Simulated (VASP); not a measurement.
InO: single point with PBE

InO, a slab with vacuum:

```
In O
1.0
     3.45361    0.00000    0.00000
    -1.72681    2.99092    0.00000
     0.00000    0.00000   15.87710
In O
2 2
Direct
  0.66667 0.33333 0.59002
  0.66667 0.33333 0.40998
  0.00000 0.00000 0.63987
  0.00000 0.00000 0.36013
```

```json
{"Program": "VASP 6.6.1", "Task": "single point", "Functional": "PBE", "Potentials or basis": "VASP PAW PBE potentials, release 64 (In_d, O)", "Cutoff": "520 eV", "k mesh": "6 × 6 × 1", "Occupations": "gaussian, width 0.1 eV", "Spin": "no spin polarisation", "Dipole correction": "no", "Further INCAR settings": "ALGO = Normal; EDIFF = 1e-07; NBANDS = 27"}
```

| Property | Result |
| --- | --- |
| Largest force | 0.011 eV/Å |
| Band gap on the k mesh | 0.36 eV, indirect (least direct gap 1.09 eV) |

Forces on the atoms (eV/Å):
```
In   0.000  0.000  0.010
In   0.000  0.000 -0.010
O    0.000  0.000 -0.011
O    0.000  0.000  0.011
```

Levels at points of the mesh, in eV from the valence-band top:
| k point | band 16 | band 17 | band 18 | band 19 | band 20 | band 21 | band 22 | band 23 |
| --- | --- | --- | --- | --- | --- | --- | --- | --- |
| (0.00, 0.00, 0.00) | -1.71 | -1.68 | -1.68 | -0.73 | 0.36 | 3.27 | 6.16 | 6.18 |
| (0.50, 0.00, 0.00) | -2.59 | -2.50 | -1.96 | -0.23 | 2.31 | 4.14 | 5.37 | 6.86 |

Run time: 46 s on 1 thread of Intel(R) Xeon(R) Platinum 8488C (Sapphire Rapids), on a shared host, peak memory 0.28 GiB.

Caveat: spin-orbit coupling is left out, which moves the levels of the heavy elements.
